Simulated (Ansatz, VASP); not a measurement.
Bi2Se3 in VASP and in Ansatz

```
Bi Se
1.0
     2.19834    1.26921    9.91233
    -2.19834    1.26921    9.91233
     0.00000   -2.53842    9.91233
Bi Se
2 3
Direct
  0.39559 0.39559 0.39559
  0.60441 0.60441 0.60441
  0.00000 0.00000 0.00000
  0.22103 0.22103 0.22103
  0.77897 0.77897 0.77897
```

Change from the starting cell: strain +0.050 along x and y, -0.050 along z, atoms carried along.

Alike in both runs: task single point; functional PBE; k mesh 6 × 6 × 6; occupations gaussian, width 0.05 eV; no spin polarisation.

|  | VASP | Ansatz |
| --- | --- | --- |
| version | VASP 6.6.1 | Ansatz 0.2.0 |
| potentials or method | VASP PAW PBE potentials, release 64 (Bi_d, Se), cutoff 520 eV | scalar-relativistic, plane waves, PAW |
| valence electrons in the cell | 48 | 78 |

```csv
,VASP,Ansatz,Ansatz less VASP
gap on the k mesh at the Fermi level (eV),0.29,0.29,+0.003
least direct gap on the mesh (eV),0.29,0.29,+0.003
pressure (GPa),-2.4,-2.5,0.00
"traceless stress, the component that is largest in VASP (GPa)",2.21,2.21,+0.003
rms of the force components (eV/Å),0.071,0.074,+0.0029
```

Atom by atom the forces differ by 0.003 eV/Å (rms over components). VASP's potentials hold 48 valence electrons a cell and Ansatz's 78, so a difference there can come from the potentials and not from the codes.

Neither program's run includes spin-orbit coupling.
